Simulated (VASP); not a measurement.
Here is a VASP 6.6.1 calculation.

Contents of INCAR:

```
ALGO     = Normal         # electronic algorithm
EDIFF    = 1E-6           # SCF threshold, eV
ENCUT    = 520            # plane-wave cutoff, eV
GGA      = PS             # functional
ISIF     = 2              # what is computed and relaxed
ISMEAR   = -1             # smearing method
LASPH    = True           # aspherical terms in the spheres
LCHARG   = False          # write CHGCAR
LREAL    = False          # projectors in reciprocal space
LWAVE    = False          # write WAVECAR
NBANDS   = 14             # bands
NELM     = 80             # most SCF steps
PREC     = Accurate       # precision mode
SIGMA    = 0.08           # smearing width, eV
```

File KPOINTS:

```
k-points
0
Gamma
  9 9 9
```

POSCAR

```
Na
1.0
    0.0000000000      3.7405938466      3.7405938466
    3.7405938466      0.0000000000      3.7405938466
    3.7405938466      3.7405938466      0.0000000000
Na
2
Direct
   -0.1250000000     -0.1250000000     -0.1250000000
    0.1250000000      0.1250000000      0.1250000000
```

Potentials or basis: VASP PAW PBE potentials, release 64 (Na_pv).

Launch:

```bash
$ cat potpaw_PBE.64/Na_pv/POTCAR > POTCAR
$ mpirun -np 1 vasp_std > vasp.out
```

(1) Estimate the pressure.

(2) What does it give for the band gap on the k mesh?

## Answers

(1) 0.0 GPa.

(2) zero (band 7 reaches -0.31 eV, above the bottom of band 8 at -0.76 eV).

Caveat: the PAW data sets were made with another functional, which shifts forces and pressure a little.
